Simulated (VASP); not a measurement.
Input of a VASP 6.6.1 run:

Contents of INCAR:

```
SYSTEM = Cr
ALGO = Normal ; EDIFF = 1E-7
EDIFFG = -0.05 ; ENCUT = 600
GGA = PE ; IBRION = 2
ISIF = 3 ; ISMEAR = 0
ISPIN = 2 ; IVDW = 12
LASPH = .True. ; LCHARG = .False.
LMAXMIX = 4 ; LORBIT = 11
LREAL = .False. ; LWAVE = .False.
MAGMOM = 1.14 -1.14 ; NELM = 150
NSW = 100 ; PREC = Accurate
SIGMA = 0.1
```

File KPOINTS:

```
k-points
0
Gamma
  8 8 8
  0 0 0
```

The input POSCAR:

```
Cr
1.0
    2.8800000000      0.0000000000      0.0000000000
    0.0000000000      2.8800000000      0.0000000000
    0.0000000000      0.0000000000      2.8800000000
Cr
2
Direct
    0.0000000000      0.0000000000      0.0000000000
    0.5000000000      0.5000000000      0.5000000000
```

Potentials or basis: VASP PAW PBE potentials, release 64 (Cr_pv).

The run is started by

```bash
$ cat potpaw_PBE.64/Cr_pv/POTCAR > POTCAR
$ mpirun -np 1 vasp_std > vasp.out
```

**Question.** What does it give for the relaxed cell?

**Answer.** a = 2.833 Å, b = 2.833 Å, c = 2.833 Å, α = 90.00°, β = 90.00°, γ = 90.00°.

**Question.** What does it give for the dispersion energy per atom?

**Answer.** -0.503 eV.

The path:
```tsv
step	energy change (eV)	largest force (eV/Å)	pressure (GPa)	volume (Å³)
1	0.0000	0.0000	-8.98	23.89
2	0.0026	0.0000	11.63	21.65
3	-0.0342	0.0000	0.05	22.74
```

Caveat: the antiferromagnetic order is the one typed at the start, and another may lie lower.
